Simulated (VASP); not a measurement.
Yb: single point with PBE

Yb:

```
CELL_PARAMETERS angstrom
0.00000 2.61516 2.61516
2.61516 0.00000 2.61516
2.61516 2.61516 0.00000
ATOMIC_POSITIONS crystal
Yb 0.00000 0.00000 0.00000
```

```
Program                : VASP 6.6.1
Task                   : single point
Functional             : PBE
Potentials or basis    : VASP PAW PBE potentials, release 64 (Yb)
Cutoff                 : 520 eV
k mesh                 : 15 × 15 × 15
Occupations            : fermi-dirac, width 0.1 eV
Spin                   : no spin polarisation
Dipole correction      : no
Further INCAR settings : ALGO = Normal; EDIFF = 1e-06; NBANDS = 18
```

- Pressure: -1.2 GPa

Levels at points of the mesh, in eV from the Fermi level:
| k point | band 8 | band 9 | band 10 | band 11 | band 12 | band 13 | band 14 | band 15 | band 16 | band 17 |
| --- | --- | --- | --- | --- | --- | --- | --- | --- | --- | --- |
| (0.00, 0.00, 0.00) | -0.54 | -0.54 | -0.44 | -0.44 | -0.44 | 2.81 | 2.81 | 2.81 | 4.94 | 4.94 |

It took 4.1 min on 1 thread of Intel Xeon 8259CL (shared host), peak memory 0.23 GiB.

Caveat: spin-orbit coupling is left out, which moves the levels of the heavy elements. Spin polarisation is off, so any magnetic state and its effect on volume and gap are missing.
